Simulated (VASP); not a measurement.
# NbIn2Se3 (P-6m2) in VASP: single point with r2SCAN

Aim: the single point of NbIn2Se3 with r2SCAN.

All numbers are computed with VASP 6.6.1; they aren't measurements. Logs are shortened: lines on timing, memory, paths and dates and some standing lists are left out, and cuts for length are marked.

## (1) The cell of the first run

The structure is hexagonal, space group P-6m2 (No. 187). The conventional cell has a = 3.671 Å, b = 3.671 Å, c = 12.620 Å, α = 90.00°, β = 90.00°, γ = 120.00°. Nb (site symmetry -6m2) has 6 Se at 2.66 Å within 3.5 Å. Within 4.0 Å of In (site symmetry 3m) lie 6 Se at 2.89 to 3.47 Å and 7 In at 3.67 to 3.92 Å. Within 3.5 Å of Se (site symmetry 3m) lie 3 Nb at 2.66 Å and 1 Se at 3.21 Å and 3 In at 3.47 Å. Within 3.8 Å of Se (site symmetry -6m2) lie 6 In at 2.89 Å and 6 Se at 3.67 Å.

## (2) Single point, r2SCAN

Contents of POSCAR:

```
NbIn2Se3
1.0
    3.6706847107      0.0000000000      0.0000000000
   -1.8353423553      3.1789062087      0.0000000000
    0.0000000000      0.0000000000     12.6195623845
Nb In Se
1 2 3
Direct
    0.0000000000      0.0000000000      0.0000000000
    0.6666666667      0.3333333333      0.6551834349
    0.6666666667      0.3333333333      0.3448165651
    0.3333333333      0.6666666667      0.8727918432
    0.3333333333      0.6666666667      0.1272081568
    0.0000000000      0.0000000000      0.5000000000
```

Contents of INCAR.step1:

```
SYSTEM = NbIn2Se3
  PREC = Accurate
  ENCUT = 520
  ISMEAR = 0
  SIGMA = 0.1
  LREAL = .FALSE.
  LASPH = .TRUE.
  NELM = 60
  NBANDS = 38
  GGA = PE
  ALGO = Normal
  EDIFF = 1E-4
  LWAVE = .TRUE.
  LCHARG = .FALSE.
```

Contents of INCAR.step2:

```
SYSTEM = NbIn2Se3
  PREC = Accurate
  ENCUT = 520
  EDIFF = 1E-6
  ISMEAR = 0
  SIGMA = 0.1
  LREAL = .FALSE.
  LASPH = .TRUE.
  NELM = 60
  ALGO = Normal
  ISIF = 2
  LWAVE = .FALSE.
  LCHARG = .TRUE.
  METAGGA = R2SCAN
  LMIXTAU = .TRUE.
  LELF = .TRUE.
  LVHAR = .TRUE.
  NBANDS = 38
  ISTART = 1
```

Contents of KPOINTS:

```
regular mesh
0
G
  12 12 4
  0 0 0
```

Potentials or basis: VASP PAW PBE potentials, release 64 (Nb_sv, In_d, Se).

On the command line:

```sh
> cat potpaw_PBE.64/Nb_sv/POTCAR potpaw_PBE.64/In_d/POTCAR potpaw_PBE.64/Se/POTCAR > POTCAR
> cp INCAR.step1 INCAR
> mpirun -np 1 vasp_std > vasp.out
> cp INCAR.step2 INCAR
> mpirun -np 1 vasp_std > vasp.out
```

OUTCAR:

```text
SYSTEM = NbIn2Se3
   PREC = Accurate
   ENCUT = 520
   EDIFF = 1E-6
   ISMEAR = 0
   LREAL = .FALSE.
   LASPH = .TRUE.
   NELM = 60
   ISIF = 2
   METAGGA = R2SCAN
   ISTART = 1

 ion  position               nearest neighbor table
   1  0.000  0.000  0.000-   4 2.66   5 2.66   4 2.66   5 2.66   4 2.66   5 2.66
   2  0.667  0.333  0.655-   6 2.89   6 2.89   6 2.89   3 3.92
   3  0.667  0.333  0.345-   6 2.89   6 2.89   6 2.89   2 3.92
   4  0.333  0.667  0.873-   1 2.66   1 2.66   1 2.66
   5  0.333  0.667  0.127-   1 2.66   1 2.66   1 2.66
   6  0.000  0.000  0.500-   2 2.89   3 2.89   2 2.89   3 2.89   2 2.89   3 2.89

  LATTYP: Found a hexagonal cell.
 ALAT       =     3.6706847107
 C/A-ratio  =     3.4379314431

  Lattice vectors:

 A1 = (   3.6706847107,   0.0000000000,   0.0000000000)
 A2 = (  -1.8353423553,   3.1789062087,   0.0000000000)
 A3 = (   0.0000000000,   0.0000000000,  12.6195623845)

Analysis of symmetry for initial positions (statically):
=====================================================================
 Subroutine PRICEL returns:
 Original cell was already a primitive cell.

 Routine SETGRP: Setting up the symmetry group for a
 hexagonal supercell.

 Subroutine GETGRP returns: Found 12 space group operations
 (whereof 12 operations were pure point group operations)
 out of a pool of 24 trial point group operations.

The static configuration has the point symmetry D_3h.

Analysis of symmetry for dynamics (positions and initial velocities):
=====================================================================
 Subroutine PRICEL returns:
 Original cell was already a primitive cell.

 Routine SETGRP: Setting up the symmetry group for a
 hexagonal supercell.

 Subroutine GETGRP returns: Found 12 space group operations
 (whereof 12 operations were pure point group operations)
 out of a pool of 24 trial point group operations.

The dynamic configuration has the point symmetry D_3h.

 Subroutine INISYM returns: Found 12 space group operations
 (whereof 12 operations are pure point group operations),
 and found     1 'primitive' translations

----------------------------------------------------------------------------------------

                                     Primitive cell

  volume of cell :     147.2547

  direct lattice vectors                    reciprocal lattice vectors
     3.670684711  0.000000000  0.000000000     0.272428737  0.157286805  0.000000000
    -1.835342355  3.178906209  0.000000000     0.000000000  0.314573609  0.000000000
     0.000000000  0.000000000 12.619562385     0.000000000  0.000000000  0.079242051

  length of vectors
     3.670684711  3.670684711 12.619562385     0.314573609  0.314573609  0.079242051

  position of ions in fractional coordinates (direct lattice)
     0.000000000  0.000000000  0.000000000
     0.666666667  0.333333333  0.655183435
     0.666666667  0.333333333  0.344816565
     0.333333333  0.666666667  0.872791843
     0.333333333  0.666666667  0.127208157
     0.000000000  0.000000000  0.500000000

  ion indices of the primitive-cell ions
   primitive index   ion index
                 1           1
                 2           2
                 3           3
                 4           4
                 5           5
                 6           6

----------------------------------------------------------------------------------------

 KPOINTS: regular mesh

Automatic generation of k-mesh.
 Grid dimensions read from file:
 generate k-points for:   12   12    4

 Generating k-lattice:

  Cartesian coordinates                     Fractional coordinates (reciprocal lattice)
     0.022702395  0.013107234  0.000000000     0.083333333 -0.000000000  0.000000000
     0.000000000  0.026214467  0.000000000     0.000000000  0.083333333  0.000000000
     0.000000000  0.000000000  0.019810513     0.000000000  0.000000000  0.250000000

  Length of vectors
     0.026214467  0.026214467  0.019810513

  Shift w.r.t. Gamma in fractional coordinates (k-lattice)
     0.000000000  0.000000000  0.000000000

 Subroutine IBZKPT returns following result:
 ===========================================

 Found     57 irreducible k-points:

 Following reciprocal coordinates:
            Coordinates               Weight
  0.000000  0.000000  0.000000      1.000000
  0.083333  0.000000  0.000000      6.000000
  0.166667  0.000000  0.000000      6.000000
  0.250000  0.000000  0.000000      6.000000
  0.333333  0.000000  0.000000      6.000000
  0.416667  0.000000  0.000000      6.000000
[... 16 lines left out ...]
  0.250000  0.000000  0.250000     12.000000
  0.333333  0.000000  0.250000     12.000000
 [... further k-points ...]
   k-points           NKPTS =     57   k-points in BZ     NKDIM =     57   number of bands    NBANDS=     38
   number of dos      NEDOS =    301   number of ions     NIONS =      6
   total plane-waves  NPLWV =  75264
   dimension x,y,z NGX =    28 NGY =   28 NGZ =   96
   dimension x,y,z NGXF=    56 NGYF=   56 NGZF=  192
   ions per type =               1   2   3
   NGX,Y,Z   is equivalent  to a cutoff of  12.68, 12.68, 12.65 a.u.
   NGXF,Y,Z  is equivalent  to a cutoff of  25.36, 25.36, 25.29 a.u.
 SYSTEM =  NbIn2Se3
   PREC   = accura    normal or accurate (medium, high low for compatibility)
   ISTART =      1    job   : 0-new  1-cont  2-samecut
   ICHARG =      0    charge: 1-file 2-atom 10-const
   ISPIN  =      1    spin polarized calculation?
   LNONCOLLINEAR =      F non collinear calculations
   LSORBIT =      F    spin-orbit coupling
   LASPH  =      T    aspherical Exc in radial PAW
   ENCUT  =  520.0 eV  38.22 Ry    6.18 a.u.   6.83  6.83 23.46*2*pi/ulx,y,z
   NELM   =     60;   NELMIN=  2; NELMDL=  0     # of ELM steps
   EDIFF  = 0.1E-05   stopping-criterion for ELM
   LREAL  =      F    real-space projection
   EDIFFG = 0.1E-04   stopping-criterion for IOM
   NSW    =      0    number of steps for IOM
   IBRION =     -1    ionic relax: 0-MD 1-quasi-New 2-CG
   NFREE  =      0    steps in history (QN), initial steepest desc. (CG)
   ISIF   =      2    stress and relaxation
   ISYM   =      2    0-nonsym 1-usesym 2-fastsym
   POTIM  = 0.5000    time-step for ionic-motion
   TEBEG  =    0.0;   TEEND  =   0.0 temperature during run
   PSTRESS=    0.0 pullay stress
   NELECT =      57.0000    total number of electrons
   NUPDOWN=      -1.0000    fix difference up-down
   EMIN   =  10.00;   EMAX   =-10.00  energy-range for DOS
   EFERMI =   0.00;   METHOD = LEGACY
   ISMEAR =     0;   SIGMA  =   0.10  broadening in eV -4-tet -1-fermi 0-gaus
   EFERMI_NEDOS =   21; number of points for ismear=-14 and -15
   IALGO  =     38    algorithm
   IMIX   =      4    mixing-type and parameters
     AMIX     =   0.40;   BMIX     =  1.00
     AMIX_MAG =   1.60;   BMIX_MAG =  1.00
  volume/ion in A,a.u.               =      24.54       165.62
  Fermi-wavevector in a.u.,A,eV,Ry     =   1.193100  2.254632 19.367716  1.423487
  Thomas-Fermi vector in A             =   2.329122
   LORBIT       =      0    0 simple, 1 ext, 2 COOP (PROOUT), +10 PAW based schemes
   METAGGA = R2SCAN    functional components
   LHFCALC =     F    Hartree Fock is set to
   AEXX    =    0.0000 exact exchange contribution
   IVDW    =     0    specifies the selected vdW correction
   LEPSILON=     F    determine dielectric tensor
   LRPA    =     F    only Hartree local field effects (RPA)
 non-spin polarized calculation
 Gauss-broadening in eV      SIGMA  =   0.10
  energy-cutoff  :      520.00
  volume of cell :      147.25
 maximum number of plane-waves:      3999
 NGX is ok and might be reduce to    28
   NGX = 13   NGY = 13   NGZ = 47

 number of electron      57.0000000 magnetization

 Free energy of the ion-electron system (eV)
  ---------------------------------------------------
  ext. energy  EPLUGINS =         0.00000000
  ---------------------------------------------------
  free energy    TOTEN  =      -116.60305654 eV

  energy without entropy =     -116.59306029  energy(sigma->0) =     -116.59805841

 E-fermi :   5.5684     XC(G=0): -10.5293

 val. band max:        5.5268210189   @ k =   0.1667   0.1667   0.0000
 cond. band min:       5.5717772548   @ k =   0.1667   0.0833   0.0000
 fundamental gap:      0.0449562359
 Fermi energy:         5.5684382052

 k-point     1 :       0.0000    0.0000    0.0000
  band No.  band energies     occupation
      1     -51.6703      2.00000
      2     -26.9970      2.00000
      3     -26.9541      2.00000
      4     -26.9541      2.00000
      5      -9.1985      2.00000
      6      -9.1515      2.00000
[... 30 lines left out ...]
     37      12.4698      0.00000
     38      12.4698      0.00000

 k-point     2 :       0.0833    0.0000    0.0000
  band No.  band energies     occupation
      1     -51.6696      2.00000
      2     -26.9948      2.00000
      3     -26.9644      2.00000
      4     -26.9564      2.00000
      5      -9.2069      2.00000
      6      -9.1563      2.00000
[... 30 lines left out ...]
     37      11.9089      0.00000
     38      12.5932      0.00000

 k-point     3 :       0.1667    0.0000    0.0000
  band No.  band energies     occupation
      1     -51.6676      2.00000
      2     -26.9923      2.00000
      3     -26.9886      2.00000
      4     -26.9627      2.00000
      5      -9.2693      2.00000
      6      -9.1573      2.00000
[... 30 lines left out ...]
     37      11.6429      0.00000
     38      12.0973      0.00000

 k-point     4 :       0.2500    0.0000    0.0000
  band No.  band energies     occupation
      1     -51.6650      2.00000
      2     -27.0302      2.00000
      3     -26.9802      2.00000
      4     -26.9713      2.00000
      5      -9.3437      2.00000
      6      -9.1744      2.00000
[... 30 lines left out ...]
     37      11.4302      0.00000
     38      12.0215      0.00000
[... 703 lines left out ...]
      4     -26.9627      2.00000
      5      -9.2692      2.00000
      6      -9.1580      2.00000
[... 30 lines left out ...]
     37      11.5253      0.00000
     38      12.0915      0.00000

 k-point    23 :       0.2500    0.0000    0.2500
  band No.  band energies     occupation
      1     -51.6650      2.00000
      2     -27.0302      2.00000
      3     -26.9802      2.00000
      4     -26.9712      2.00000
      5      -9.3433      2.00000
      6      -9.1750      2.00000
[... 30 lines left out ...]
     37      11.4039      0.00000
     38      11.6006      0.00000

 k-point    24 :       0.3333    0.0000    0.2500
  band No.  band energies     occupation
      1     -51.6623      2.00000
      2     -27.0678      2.00000
      3     -26.9798      2.00000
      4     -26.9717      2.00000
      5      -9.4005      2.00000
      6      -9.1934      2.00000
[... 30 lines left out ...]
     37      10.8688      0.00000
     38      11.0403      0.00000

 [... further k-points ...]

------------------------ aborting loop because EDIFF is reached ----------------------------------------

  FORCE on cell =-STRESS in cart. coord.  units (eV):
  Direction    XX          YY          ZZ          XY          YZ          ZX
  --------------------------------------------------------------------------------------
  -------------------------------------------------------------------------------------
  Total       -0.7407421     -0.7407421     -1.2480518     -0.0000000      0.0000000      0.0000000
  in kB       -8.0595073     -8.0595073    -13.5791973     -0.0000000      0.0000000      0.0000000
  external PRESSURE =      -9.8994040 kB  Pullay stress =       0.0000000 kB

 VOLUME and BASIS-vectors are now :
 -----------------------------------------------------------------------------
  energy-cutoff  :      520.00
  volume of cell :      147.25
      direct lattice vectors                 reciprocal lattice vectors
     3.670684711  0.000000000  0.000000000     0.272428737  0.157286805  0.000000000
    -1.835342355  3.178906209  0.000000000     0.000000000  0.314573609  0.000000000
     0.000000000  0.000000000 12.619562385     0.000000000  0.000000000  0.079242051

 POSITION                                       TOTAL-FORCE (eV/Angst)
 -----------------------------------------------------------------------------------
      0.00000      0.00000      0.00000        -0.000000      0.000000      0.000000
      1.83534      1.05964      8.26813         0.000000      0.000000     -0.165873
      1.83534      1.05964      4.35143         0.000000     -0.000000      0.165873
     -0.00000      2.11927     11.01425        -0.000000      0.000000      0.133209
     -0.00000      2.11927      1.60531        -0.000000      0.000000     -0.133209
      0.00000      0.00000      6.30978        -0.000000      0.000000      0.000000
 -----------------------------------------------------------------------------------
    total drift:                               -0.000001      0.000001      0.000000

  FREE ENERGIE OF THE ION-ELECTRON SYSTEM (eV)
  ---------------------------------------------------
  free  energy   TOTEN  =      -116.6030565354 eV

  energy  without entropy=     -116.5930602913  energy(sigma->0) =     -116.59805841
```

Wall time 38 min (1 thread of Intel Xeon 8259CL, shared host); peak memory 0.5 GiB.

What came out:

```yaml
Free_energy: -116.6031 eV
Pressure: -1.0 GPa
Largest_force: 0.166 eV/Å
Band_gap_on_the_k_mesh: zero (an odd number of electrons rules out a gap without spin polarisation)
```

Forces on the atoms (eV/Å):
```
Nb   0.000  0.000  0.000
In   0.000  0.000 -0.166
In   0.000  0.000  0.166
Se   0.000  0.000  0.133
Se   0.000  0.000 -0.133
Se   0.000  0.000  0.000
```

Caveat: the PAW data sets were made with another functional, which shifts forces and pressure a little; spin-orbit coupling is left out, which moves the levels of the heavy elements.

The gap in the log of VASP goes by the Fermi energy; the results here count the filled bands.